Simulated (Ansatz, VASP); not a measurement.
## AlN: VASP beside Ansatz

```xyz
8
Lattice="-3.1302 0.0000 0.0000 -1.5651 -2.7109 0.0000 -2.7388 -1.5812 10.0360" Properties=species:S:1:pos:R:3 pbc="T T T"
Al   -1.5651   -0.9036    9.0787
Al   -1.5651   -0.9036    4.0607
Al   -3.1302   -1.8072    1.5517
Al   -3.1302   -1.8072    6.5697
N    -1.5651   -0.9036    0.9573
N    -1.5651   -0.9036    5.9753
N    -3.1302   -1.8072    3.4663
N    -3.1302   -1.8072    8.4843
```

Alike in both runs: task single point; functional PBE; k mesh 8 × 8 × 3; occupations gaussian, width 0.05 eV; no spin polarisation.

```csv
,VASP,Ansatz
version,VASP 6.6.1,Ansatz 0.2.0
potentials or method,"VASP PAW PBE potentials, release 64 (Al, N), cutoff 520 eV","scalar-relativistic, plane waves, PAW"
valence electrons in the cell,32,32
```

Ansatz gave:

```
gap on the k mesh at the Fermi level (eV)                     : 3.07
least direct gap on the mesh (eV)                             : 3.18
pressure (GPa)                                                : -1.4
traceless stress, the component that is largest in VASP (GPa) : 7.40
rms of the force components (eV/Å)                            : 0.447
```

**Question.** What did VASP give for the same quantities?

**Answer.** gap on the k mesh at the Fermi level (eV): 3.06; least direct gap on the mesh (eV): 3.19; pressure (GPa): -1.6; traceless stress, the component that is largest in VASP (GPa): 7.43; rms of the force components (eV/Å): 0.446.

Atom by atom the forces differ by 0.004 eV/Å (rms over components). With one functional, cell and mesh, what is left measures potentials, basis and numerics.
